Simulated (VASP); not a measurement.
Here is a VASP 6.6.1 calculation.

The input INCAR:

```
SYSTEM = W
PREC     = Accurate       ! precision mode
ENCUT    = 520            ! plane-wave cutoff, eV
EDIFF    = 1E-6           ! SCF threshold, eV
ISMEAR   = -1             ! smearing method
SIGMA    = 0.05           ! smearing width, eV
LREAL    = .FALSE.        ! projectors in reciprocal space
LASPH    = .TRUE.         ! aspherical terms in the spheres
NELM     = 100            ! most SCF steps
ALGO     = Normal         ! electronic algorithm
ISIF     = 2              ! what is computed and relaxed
LWAVE    = .FALSE.        ! write WAVECAR
LCHARG   = .FALSE.        ! write CHGCAR
GGA      = PE             ! functional
NBANDS   = 28             ! bands
```

Contents of KPOINTS:

```
Automatic mesh
0
G
  10 10 13
  0 0 0
```

The input POSCAR:

```
W
1.0
    3.8382908109      0.0000000000      0.0000000000
   -1.9191454054      3.3240573493      0.0000000000
    0.0000000000      0.0000000000      2.2665655770
W
3
Direct
    0.0000000000      0.0000000000      0.0000000000
    0.3333333333      0.6666666667      0.5000000000
    0.6666666667      0.3333333333      0.5000000000
```

Potentials or basis: VASP PAW PBE potentials, release 64 (W_sv).

The run is started by

```bash
$ cat potpaw_PBE.64/W_sv/POTCAR > POTCAR
$ mpirun -np 1 vasp_std > vasp.out
```

What does it give for the pressure?

446.8 GPa.

What does it give for the band gap on the k mesh?

Zero (band 21 reaches 21.30 eV, above the bottom of band 22 at 18.97 eV).

Stress tensor (GPa, compression positive):
```
447.13   0.00   0.00
  0.00 447.13   0.00
  0.00   0.00 446.23
```

Caveat: spin-orbit coupling is left out, which moves the levels of the heavy elements.
